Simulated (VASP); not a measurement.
# K8Ag3Rh4F24 (a cell with a defect): single point with LDA

The system is K8Ag3Rh4F24 (a cell with a defect).

```
K Ag Rh F
1.0
     8.93040    0.00000    0.00000
     0.00000    8.93040    0.00000
     0.00000    0.00000    8.93040
K Ag Rh F
8 3 4 24
Direct
  0.23685 0.33664 0.24310
  0.73481 0.78893 0.74086
  0.75090 0.75119 0.28381
  0.24099 0.24760 0.79722
  0.77319 0.32060 0.77614
  0.29626 0.78288 0.24732
  0.24933 0.78423 0.76270
  0.82767 0.25508 0.28471
  0.50933 0.49755 0.51241
  0.00428 0.01361 0.48540
  0.49604 0.00788 0.98460
  0.01458 0.01217 0.00437
  0.49778 0.51113 0.01353
  0.51290 0.00344 0.50177
  0.98036 0.51680 0.49183
  0.51227 0.52243 0.23469
  0.76281 0.50128 0.45426
  0.50688 0.48382 0.80385
  0.49124 0.22585 0.46688
  0.52100 0.78624 0.54715
  0.19436 0.53407 0.51346
  0.01690 0.94785 0.20905
  0.28596 0.98036 0.48604
  0.01105 0.06239 0.79453
  0.97842 0.73559 0.48388
  0.03018 0.30189 0.47783
  0.75220 0.03665 0.50399
  0.94572 0.54113 0.70551
  0.28181 0.52489 0.03906
  0.01545 0.51557 0.28241
  0.09253 0.21348 0.03971
  0.93426 0.81968 0.94434
  0.71320 0.52334 0.01161
  0.49180 0.02094 0.72747
  0.80242 0.06889 0.03888
  0.51064 0.96656 0.29491
  0.48549 0.75230 0.00899
  0.51210 0.28599 0.01433
  0.24351 0.93179 0.99394
```

- Program: VASP 6.6.1
- Task: single point
- Functional: LDA
- Potentials or basis: VASP PAW LDA potentials, release 64 (K_sv, Ag, Rh_pv, F)
- Cutoff: 520 eV
- k mesh: 1 × 1 × 1
- Occupations: fermi-dirac, width 0.05 eV
- Spin: no spin polarisation

* Pressure: -5.2 GPa
* Largest force: 2.374 eV/Å
* Band gap on the k mesh: zero (an odd number of electrons rules out a gap without spin polarisation)

Forces in eV/Å, atoms in the order of the input:
```
K    0.284  0.051  0.290
K    0.281 -0.145  0.253
K    0.088 -0.071 -0.370
K    0.207  0.142 -0.047
K   -0.077  0.002  0.358
K   -0.299 -0.168 -0.125
K   -0.029 -0.279 -0.221
K   -0.471  0.055 -0.465
Ag  -0.096 -0.083 -0.284
Ag   0.407 -0.266 -0.010
Ag   0.156  0.113  0.520
Rh   0.116 -1.284 -0.109
Rh   0.822  0.962  2.009
Rh  -0.736  1.019  1.673
Rh   1.354  0.954  0.078
F   -0.369  0.277  0.341
F   -0.441 -0.142  0.219
F   -0.262  0.093 -1.956
F    0.156 -0.166  0.127
F    0.165 -0.471 -0.296
F    0.690  0.093  0.314
F    0.001  0.124  1.181
F    0.360 -0.024  0.306
F    0.054  0.437 -0.989
F   -0.661  0.619  0.174
F   -0.501 -0.928  0.354
F   -0.820 -0.314 -0.020
F   -0.172 -0.391  0.059
F    0.041 -0.294 -0.438
F   -0.145 -0.221 -0.624
F   -0.067 -0.029  0.304
F    0.256  0.250  0.212
F   -0.102 -0.295 -0.299
F    0.127  0.251 -0.016
F    0.447  0.198 -0.390
F    0.472 -0.190 -1.716
F    0.264 -1.102 -0.221
F   -0.352  0.229 -0.084
F   -1.147  0.997 -0.094
```

Stress tensor (GPa, compression positive):
```
-6.56  0.15  0.46
 0.15 -6.17 -0.25
 0.46 -0.25 -2.92
```

Levels at points of the mesh, in eV from the Fermi level:
| k point | band 163 | band 164 | band 165 | band 166 | band 167 | band 168 | band 169 | band 170 | band 171 | band 172 |
| --- | --- | --- | --- | --- | --- | --- | --- | --- | --- | --- |
| (0.00, 0.00, 0.00) | -0.17 | -0.15 | -0.14 | -0.10 | -0.07 | 0.69 | 0.85 | 1.31 | 1.79 | 2.02 |

Run time: 6.2 min on 1 thread of Oxide Virtual Turin-like Processor, with other jobs on the host, peak memory 0.5 GiB.

Caveat: the k points lie up to 0.70 Å⁻¹ apart, too coarse for converged energies and pressures of a metal; an odd number of electrons without spin polarisation forces a metal; a magnetic or distorted state may lie lower.
